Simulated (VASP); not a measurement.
# BP in VASP: single point with r2SCAN

Aim: the single point of BP with r2SCAN.

Program: VASP 6.6.1. These are calculated values, not measurements. Logs are shortened: lines on timing, memory, paths and dates and some standing lists are left out, and cuts for length are marked.

**1. The cell of the first run**

The cell holds a slab with vacuum, 10 atoms: a = 3.208 Å, b = 4.537 Å, c = 23.416 Å, α = 90.00°, β = 90.00°, γ = 90.00°.

**2. Single point, r2SCAN**

Input file POSCAR:

```
BP
1.0
    3.2078136971      0.0000000000      0.0000000000
    0.0000000000      4.5365336360      0.0000000000
    0.0000000000      0.0000000000     23.4156273941
B P
5 5
Direct
    0.5000000000      0.5000000000      0.3630054347
    0.0000000000      0.0000000000      0.4315027173
    0.5000000000      0.4938279794      0.4996978588
    0.0000000000     -0.0017869271      0.5694357499
    0.5000000000      0.4414990356      0.6225005906
    0.0000000000      0.2500000000      0.3630054347
    0.5000000000      0.7500000000      0.4315027173
    0.0000000000      0.2466156993      0.5001947379
    0.5000000000      0.7537982551      0.5684543836
    0.0000000000      0.2347659986      0.6432993946
```

Input file INCAR.step1:

```
SYSTEM = BP
PREC     = Accurate       ! precision mode
ENCUT    = 520            ! plane-wave cutoff, eV
ISMEAR   = 0              ! smearing method
SIGMA    = 0.05           ! smearing width, eV
LREAL    = .False.        ! projectors in reciprocal space
LASPH    = .True.         ! aspherical terms in the spheres
NELM     = 100            ! most SCF steps
LDIPOL   = .True.       
IDIPOL   = 3            
DIPOL    = 0.5 0.5 0.499
NBANDS   = 31             ! bands
GGA      = PE             ! functional
ALGO     = Normal         ! electronic algorithm
EDIFF    = 1E-4           ! SCF threshold, eV
LWAVE    = .True.         ! write WAVECAR
LCHARG   = .False.        ! write CHGCAR
```

Input file INCAR.step2:

```
SYSTEM = BP
PREC     = Accurate       ! precision mode
ENCUT    = 520            ! plane-wave cutoff, eV
EDIFF    = 1E-7           ! SCF threshold, eV
ISMEAR   = 0              ! smearing method
SIGMA    = 0.05           ! smearing width, eV
LREAL    = .False.        ! projectors in reciprocal space
LASPH    = .True.         ! aspherical terms in the spheres
NELM     = 100            ! most SCF steps
ALGO     = Normal         ! electronic algorithm
ISIF     = 2              ! what is computed and relaxed
LWAVE    = .False.        ! write WAVECAR
LCHARG   = .True.         ! write CHGCAR
LDIPOL   = .True.       
IDIPOL   = 3            
DIPOL    = 0.5 0.5 0.499
METAGGA  = R2SCAN         ! meta-GGA
LMIXTAU  = .True.       
LELF     = .True.         ! ELF
LVHAR    = .True.       
LVACPOTAV= .True.       
NBANDS   = 31             ! bands
ISTART   = 1
```

Input file KPOINTS:

```
regular mesh
0
Gamma
  8 6 1
  0 0 0
```

Potentials or basis: VASP PAW PBE potentials, release 64 (B, P).

Run with:

```bash
cat potpaw_PBE.64/B/POTCAR potpaw_PBE.64/P/POTCAR > POTCAR
cp INCAR.step1 INCAR
mpirun -np 1 vasp_std > vasp.out
cp INCAR.step2 INCAR
mpirun -np 1 vasp_std > vasp.out
```

OUTCAR:

```text
SYSTEM = BP
   PREC = Accurate
   ENCUT = 520
   EDIFF = 1E-7
   ISMEAR = 0
   LREAL = .False.
   LASPH = .True.
   NELM = 100
   ISIF = 2
   METAGGA = R2SCAN
   ISTART = 1

 ion  position               nearest neighbor table
   1  0.500  0.500  0.363-   7 1.96   6 1.96   6 1.96
   2  0.000  0.000  0.432-   8 1.96   6 1.96   7 1.96   7 1.96
   3  0.500  0.494  0.500-   8 1.96   8 1.96   7 1.97   9 2.00
   4  0.000  0.998  0.569-   9 1.95   9 1.95   8 1.97  10 2.04
   5  0.500  0.441  0.623-   9 1.90  10 1.92  10 1.92
   6  0.000  0.250  0.363-   2 1.96   1 1.96   1 1.96
   7  0.500  0.750  0.432-   1 1.96   2 1.96   2 1.96   3 1.97
   8  0.000  0.247  0.500-   3 1.96   3 1.96   2 1.96   4 1.97
   9  0.500  0.754  0.568-   5 1.90   4 1.95   4 1.95   3 2.00
  10  0.000  0.235  0.643-   5 1.92   5 1.92   4 2.04

  LATTYP: Found a simple orthorhombic cell.
 ALAT       =     3.2078136971
 B/A-ratio  =     1.4142135624
 C/A-ratio  =     7.2995596394

  Lattice vectors:

 A1 = (   3.2078136971,   0.0000000000,   0.0000000000)
 A2 = (   0.0000000000,   4.5365336360,   0.0000000000)
 A3 = (   0.0000000000,   0.0000000000,  23.4156273941)

Analysis of symmetry for initial positions (statically):
=====================================================================
 Subroutine PRICEL returns:
 Original cell was already a primitive cell.

 Routine SETGRP: Setting up the symmetry group for a
 simple orthorhombic supercell.

 Subroutine GETGRP returns: Found  2 space group operations
 (whereof  2 operations were pure point group operations)
 out of a pool of  8 trial point group operations.

The static configuration has the point symmetry C_1h.

Analysis of symmetry for dynamics (positions and initial velocities):
=====================================================================
 Subroutine PRICEL returns:
 Original cell was already a primitive cell.

 Routine SETGRP: Setting up the symmetry group for a
 simple orthorhombic supercell.

 Subroutine GETGRP returns: Found  2 space group operations
 (whereof  2 operations were pure point group operations)
 out of a pool of  8 trial point group operations.

The dynamic configuration has the point symmetry C_1h.

 Subroutine INISYM returns: Found  2 space group operations
 (whereof  2 operations are pure point group operations),
 and found     1 'primitive' translations

----------------------------------------------------------------------------------------

                                     Primitive cell

  volume of cell :     340.7525

  direct lattice vectors                    reciprocal lattice vectors
     3.207813697  0.000000000  0.000000000     0.311738802  0.000000000  0.000000000
     0.000000000  4.536533636  0.000000000     0.000000000  0.220432621  0.000000000
     0.000000000  0.000000000 23.415627394     0.000000000  0.000000000  0.042706522

  length of vectors
     3.207813697  4.536533636 23.415627394     0.311738802  0.220432621  0.042706522

  position of ions in fractional coordinates (direct lattice)
     0.500000000  0.500000000  0.363005435
     0.000000000  0.000000000  0.431502717
     0.500000000  0.493827979  0.499697859
     0.000000000  0.998213073  0.569435750
     0.500000000  0.441499036  0.622500591
     0.000000000  0.250000000  0.363005435
     0.500000000  0.750000000  0.431502717
     0.000000000  0.246615699  0.500194738
     0.500000000  0.753798255  0.568454384
     0.000000000  0.234765999  0.643299395

  ion indices of the primitive-cell ions
   primitive index   ion index
                 1           1
                 2           2
                 3           3
                 4           4
                 5           5
                 6           6
                 7           7
                 8           8
                 9           9
                10          10

----------------------------------------------------------------------------------------

 KPOINTS: regular mesh

Automatic generation of k-mesh.
 Grid dimensions read from file:
 generate k-points for:    8    6    1

 Generating k-lattice:

  Cartesian coordinates                     Fractional coordinates (reciprocal lattice)
     0.038967350  0.000000000  0.000000000     0.125000000  0.000000000  0.000000000
     0.000000000  0.036738770  0.000000000     0.000000000  0.166666667  0.000000000
     0.000000000  0.000000000  0.042706522     0.000000000  0.000000000  1.000000000

  Length of vectors
     0.038967350  0.036738770  0.042706522

  Shift w.r.t. Gamma in fractional coordinates (k-lattice)
     0.000000000  0.000000000  0.000000000

 Subroutine IBZKPT returns following result:
 ===========================================

 Found     20 irreducible k-points:

 Following reciprocal coordinates:
            Coordinates               Weight
  0.000000  0.000000  0.000000      1.000000
  0.125000  0.000000  0.000000      2.000000
  0.250000  0.000000  0.000000      2.000000
  0.375000  0.000000  0.000000      2.000000
  0.500000  0.000000  0.000000      1.000000
  0.000000  0.166667  0.000000      2.000000
[... 12 lines left out ...]
  0.375000  0.500000  0.000000      2.000000
  0.500000  0.500000  0.000000      1.000000
   k-points           NKPTS =     20   k-points in BZ     NKDIM =     20   number of bands    NBANDS=     31
   number of dos      NEDOS =    301   number of ions     NIONS =     10
   total plane-waves  NPLWV = 155520
   dimension x,y,z NGX =    24 NGY =   36 NGZ =  180
   dimension x,y,z NGXF=    48 NGYF=   72 NGZF=  360
   ions per type =               5   5
   NGX,Y,Z   is equivalent  to a cutoff of  12.44, 13.19, 12.78 a.u.
   NGXF,Y,Z  is equivalent  to a cutoff of  24.88, 26.39, 25.56 a.u.
 SYSTEM =  BP
   PREC   = accura    normal or accurate (medium, high low for compatibility)
   ISTART =      1    job   : 0-new  1-cont  2-samecut
   ICHARG =      0    charge: 1-file 2-atom 10-const
   ISPIN  =      1    spin polarized calculation?
   LNONCOLLINEAR =      F non collinear calculations
   LSORBIT =      F    spin-orbit coupling
   LASPH  =      T    aspherical Exc in radial PAW
   ENCUT  =  520.0 eV  38.22 Ry    6.18 a.u.   5.96  8.43 43.54*2*pi/ulx,y,z
   NELM   =    100;   NELMIN=  2; NELMDL=  0     # of ELM steps
   EDIFF  = 0.1E-06   stopping-criterion for ELM
   LREAL  =      F    real-space projection
   EDIFFG = 0.1E-05   stopping-criterion for IOM
   NSW    =      0    number of steps for IOM
   IBRION =     -1    ionic relax: 0-MD 1-quasi-New 2-CG
   NFREE  =      0    steps in history (QN), initial steepest desc. (CG)
   ISIF   =      2    stress and relaxation
   ISYM   =      2    0-nonsym 1-usesym 2-fastsym
   POTIM  = 0.5000    time-step for ionic-motion
   TEBEG  =    0.0;   TEEND  =   0.0 temperature during run
   PSTRESS=    0.0 pullay stress
   NELECT =      40.0000    total number of electrons
   NUPDOWN=      -1.0000    fix difference up-down
   EMIN   =  10.00;   EMAX   =-10.00  energy-range for DOS
   EFERMI =   0.00;   METHOD = LEGACY
   ISMEAR =     0;   SIGMA  =   0.05  broadening in eV -4-tet -1-fermi 0-gaus
   EFERMI_NEDOS =   21; number of points for ismear=-14 and -15
   IALGO  =     38    algorithm
   IMIX   =      4    mixing-type and parameters
     AMIX     =   0.40;   BMIX     =  1.00
     AMIX_MAG =   1.60;   BMIX_MAG =  1.00
  volume/ion in A,a.u.               =      34.08       229.95
  Fermi-wavevector in a.u.,A,eV,Ry     =   0.801583  1.514772  8.742222  0.642535
  Thomas-Fermi vector in A             =   1.909098
   LORBIT       =      0    0 simple, 1 ext, 2 COOP (PROOUT), +10 PAW based schemes
   METAGGA = R2SCAN    functional components
   LHFCALC =     F    Hartree Fock is set to
   AEXX    =    0.0000 exact exchange contribution
   IVDW    =     0    specifies the selected vdW correction
   LEPSILON=     F    determine dielectric tensor
   LRPA    =     F    only Hartree local field effects (RPA)
 non-spin polarized calculation
 Gauss-broadening in eV      SIGMA  =   0.05
  energy-cutoff  :      520.00
  volume of cell :      340.75
 maximum number of plane-waves:      9252
 NGX is ok and might be reduce to    24
   NGX = 11   NGY = 17   NGZ = 87

 dipolmoment           0.000000      0.000000     -0.000119 electrons x Angstroem

 number of electron      39.9999995 magnetization

 dipolmoment           0.000000      0.000000      0.004349 electrons x Angstroem

 Free energy of the ion-electron system (eV)
  ---------------------------------------------------
  ext. energy  EPLUGINS =         0.00000000
  ---------------------------------------------------
  free energy    TOTEN  =       -81.88237222 eV

  energy without entropy =      -81.88237218  energy(sigma->0) =      -81.88237220

 E-fermi :  -0.9512     XC(G=0):  -4.6064

 val. band max:       -1.1129088132   @ k =   0.0000   0.0000   0.0000
 cond. band min:      -0.7820270781   @ k =   0.5000   0.1667   0.0000
 fundamental gap:      0.3308817351
 Fermi energy:        -0.9511873698

 k-point     1 :       0.0000    0.0000    0.0000
  band No.  band energies     occupation
      1     -16.9649      2.00000
      2     -15.6488      2.00000
      3     -13.8534      2.00000
      4     -12.3833      2.00000
      5     -11.9985      2.00000
      6      -9.9795      2.00000
[... 23 lines left out ...]
     30       4.3649      0.00000
     31       4.3859      0.00000

 k-point     2 :       0.1250    0.0000    0.0000
  band No.  band energies     occupation
      1     -16.7686      2.00000
      2     -15.4554      2.00000
      3     -13.6644      2.00000
      4     -12.2311      2.00000
      5     -11.8975      2.00000
      6      -9.8919      2.00000
[... 23 lines left out ...]
     30       4.6778      0.00000
     31       4.7610      0.00000

 k-point     3 :       0.2500    0.0000    0.0000
  band No.  band energies     occupation
      1     -16.1867      2.00000
      2     -14.8841      2.00000
      3     -13.1152      2.00000
      4     -11.9887      2.00000
      5     -11.7010      2.00000
      6      -9.6973      2.00000
[... 567 lines left out ...]
     30       5.2572      0.00000
     31       5.5087      0.00000

 k-point    20 :       0.5000    0.5000    0.0000
  band No.  band energies     occupation
      1     -13.6030      2.00000
      2     -13.3910      2.00000
      3     -12.5968      2.00000
      4     -12.0241      2.00000
      5     -11.3257      2.00000
      6     -10.4901      2.00000
[... 23 lines left out ...]
     30       5.0648      0.00000
     31       5.2863      0.00000

------------------------ aborting loop because EDIFF is reached ----------------------------------------

  FORCE on cell =-STRESS in cart. coord.  units (eV):
  Direction    XX          YY          ZZ          XY          YZ          ZX
  --------------------------------------------------------------------------------------
  -------------------------------------------------------------------------------------
  Total       -3.2161665     -1.1041134     -1.7291373      0.0000000      1.2385917      0.0000000
  in kB      -15.1220280     -5.1914085     -8.1301953      0.0000000      5.8237091      0.0000000
  external PRESSURE =      -9.4812106 kB  Pullay stress =       0.0000000 kB

 VOLUME and BASIS-vectors are now :
 -----------------------------------------------------------------------------
  energy-cutoff  :      520.00
  volume of cell :      340.75
      direct lattice vectors                 reciprocal lattice vectors
     3.207813697  0.000000000  0.000000000     0.311738802  0.000000000  0.000000000
     0.000000000  4.536533636  0.000000000     0.000000000  0.220432621  0.000000000
     0.000000000  0.000000000 23.415627394     0.000000000  0.000000000  0.042706522

 POSITION                                       TOTAL-FORCE (eV/Angst)
 -----------------------------------------------------------------------------------
      1.60391      2.26827      8.50000         0.000000     -1.949408      2.757066
      0.00000      0.00000     10.10391         0.000000     -0.086808      0.562664
      1.60391      2.24027     11.70074         0.000000      0.002204     -0.003069
      0.00000      4.52843     13.33370         0.000000      0.002972      0.000412
      1.60391      2.00288     14.57624         0.000000     -0.022504      0.001229
      0.00000      1.13413      8.50000         0.000000      1.199209     -1.846262
      1.60391      3.40240     10.10391         0.000000      0.833654     -1.439291
      0.00000      1.11878     11.71237         0.000000      0.003535      0.004911
      1.60391      3.41963     13.31072         0.000000     -0.018349      0.012481
      0.00000      1.06502     15.06326         0.000000      0.035497     -0.050140
 -----------------------------------------------------------------------------------
    total drift:                                0.000000      0.000073      0.000866

  FREE ENERGIE OF THE ION-ELECTRON SYSTEM (eV)
  ---------------------------------------------------
  free  energy   TOTEN  =       -81.8823722176 eV

  energy  without entropy=      -81.8823721832  energy(sigma->0) =      -81.88237220

 vacuum level on the upper side and lower side of the slab         4.435         4.381
```

Run time: 14 min. Hardware: 1 thread of Intel Xeon Platinum 8559C (Emerald Rapids), shared host; peak memory 0.5 GiB.

What came out:

- Free energy: -81.8824 eV
- Largest force: 3.377 eV/Å
- Band gap on the k mesh: 0.33 eV (least direct gap 0.68 eV)

Forces in eV/Å, atoms in the order of the input:
```
B    0.000 -1.949  2.757
B    0.000 -0.087  0.563
B    0.000  0.002 -0.003
B    0.000  0.003  0.000
B    0.000 -0.023  0.001
P    0.000  1.199 -1.846
P    0.000  0.834 -1.439
P    0.000  0.004  0.005
P    0.000 -0.018  0.012
P    0.000  0.035 -0.050
```

Caveat: semilocal functionals underestimate gaps, and a narrow one can read as zero; the PAW data sets were made with another functional, which shifts forces and pressure a little.
